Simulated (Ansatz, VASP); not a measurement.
## VH2 in VASP and in Ansatz

```
V H
1.0
     0.00000    1.69495    1.69495
     1.69495    0.00000    1.69495
     1.69495    1.69495    0.00000
V H
1 2
Direct
  0.00000 0.00000 0.00000
  0.25000 0.25000 0.25000
  0.75000 0.75000 0.75000
```

Change from the starting cell: volume scaled by 0.5, LAPW.

Alike in both runs: task single point; functional LDA; k mesh 15 × 15 × 15; occupations fermi-dirac, width 0.05 eV; collinear spin.

|  | VASP | Ansatz |
| --- | --- | --- |
| version | VASP 6.6.1 | Ansatz 0.2.0 |
| potentials or method | VASP PAW LDA potentials, release 64 (V_sv, H), cutoff 520 eV | all-electron LAPW, scalar-relativistic |

Ansatz gave:

| Quantity | Value |
| --- | --- |
| pressure (GPa) | 385.9 |
| net moment per atom (μB) | 0.00 |

What did VASP give for the same quantities?

Pressure (GPa): 391.7; net moment per atom (μB): 0.00.

LDA's correlation is that of Perdew and Zunger in VASP and of Perdew and Wang (1992) in Ansatz. Both programs put the cell under a high pressure, so it lies far from rest at this level. Ansatz ran all-electron here, and VASP with PAW potentials. Ansatz's warnings: seeded moment not kept.

Noted on VASP's run: the cell as given lies far from equilibrium.
